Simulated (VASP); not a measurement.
The system is Be3Cd2S.

```
CELL_PARAMETERS angstrom
2.57774 1.48826 4.28733
-2.57774 1.48826 4.28733
0.00000 -2.97651 4.28733
ATOMIC_POSITIONS crystal
Be 0.00000 0.50000 0.50000
Be 0.50000 0.00000 0.50000
Be 0.50000 0.50000 0.00000
Cd 0.12477 0.12477 0.12477
Cd 0.87523 0.87523 0.87523
S 0.50000 0.50000 0.50000
```

The cell was built from a structure type or drawn by symmetry, and may not be a known phase.

- Program: VASP 6.6.1
- Task: relaxation of cell and atoms
- Functional: PBE
- Potentials or basis: VASP PAW PBE potentials, release 64 (Be, Cd, S)
- Cutoff: 600 eV
- k mesh: 6 × 6 × 6
- Occupations: gaussian, width 0.1 eV
- Spin: no spin polarisation

At the start: pressure -7.3 GPa; volume 16.45 Å³/atom.

**Question.** Where does the relaxation end?

**Answer.** Over 15 steps the energy falls by 147.2 meV/atom and the volume is 14.55 Å³/atom (-11.6 %); space group R-3m (No. 166, to 0.1 Å) before and after.

Step by step:
```csv
step,energy change (eV),largest force (eV/Å),pressure (GPa),volume (Å³)
1,0.0000,0.4745,-7.31,98.69
2,-0.3596,0.4633,-1.13,88.34
3,-0.3790,0.4399,1.04,85.90
4,-0.4743,0.1246,1.03,85.50
5,-0.5632,0.6788,1.94,84.74
6,-0.5616,1.2183,2.71,84.38
7,-0.5675,0.8768,2.21,84.60
8,-0.6337,1.0978,1.28,85.65
9,-0.6821,1.5763,0.30,87.43
10,-0.7748,1.1070,-0.79,88.41
11,-0.8335,0.0209,-2.66,91.22
12,-0.8480,0.3402,-2.31,90.35
13,-0.8745,0.1911,-0.96,88.59
14,-0.8818,0.0637,0.26,87.13
15,-0.8830,0.0136,0.07,87.28
```

Final structure:
```cif
data_structure
_symmetry_space_group_name_H-M 'P 1'
_symmetry_Int_Tables_number 1
_cell_length_a 4.6570
_cell_length_b 4.6570
_cell_length_c 4.6570
_cell_angle_alpha 70.806
_cell_angle_beta 70.806
_cell_angle_gamma 70.806
_cell_volume 87.28
loop_
_atom_site_label
_atom_site_type_symbol
_atom_site_fract_x
_atom_site_fract_y
_atom_site_fract_z
_atom_site_occupancy
Be1 Be 0.00000 0.50000 0.50000 1
Be2 Be 0.50000 0.00000 0.50000 1
Be3 Be 0.50000 0.50000 0.00000 1
Cd1 Cd 0.13157 0.13157 0.13157 1
Cd2 Cd 0.86843 0.86843 0.86843 1
S1 S 0.50000 0.50000 0.50000 1
```
